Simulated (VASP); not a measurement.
A run of VASP 6.6.1 is set up as follows.

Contents of INCAR:

```
PREC = Accurate ; ENCUT = 520
EDIFF = 1E-7 ; ISMEAR = -1
SIGMA = 0.1 ; LREAL = F
LASPH = T ; NELM = 60
ALGO = Normal ; ISIF = 2
LWAVE = F ; LCHARG = F
GGA = PE ; NBANDS = 19
```

File KPOINTS:

```
regular mesh
0
Gamma
  9 9 12
```

The input POSCAR:

```
Os
1.0
    4.3238447584      0.0000000000      0.0000000000
   -2.1619223792      3.7445594028      0.0000000000
    0.0000000000      0.0000000000      2.7210781628
Os
3
Direct
    1.0000000000      1.0000000000      1.0000000000
    0.3333333333      0.6666666667      0.5000000000
    0.6666666667      0.3333333333      0.5000000000
```

Potentials or basis: VASP PAW PBE potentials, release 64 (Os).

Command:

```bash
$ cat potpaw_PBE.64/Os/POTCAR > POTCAR
$ mpirun -np 1 vasp_std > vasp.out
```

Estimate the pressure.

-0.3 GPa.

What does it give for the band gap on the k mesh?

Zero (bands 12 and 13 overlap by 2.81 eV).

Stress tensor (GPa, compression positive):
```
-0.34  0.00  0.00
 0.00 -0.34  0.00
 0.00  0.00 -0.07
```

Caveat: spin-orbit coupling is left out, which moves the levels of the heavy elements.
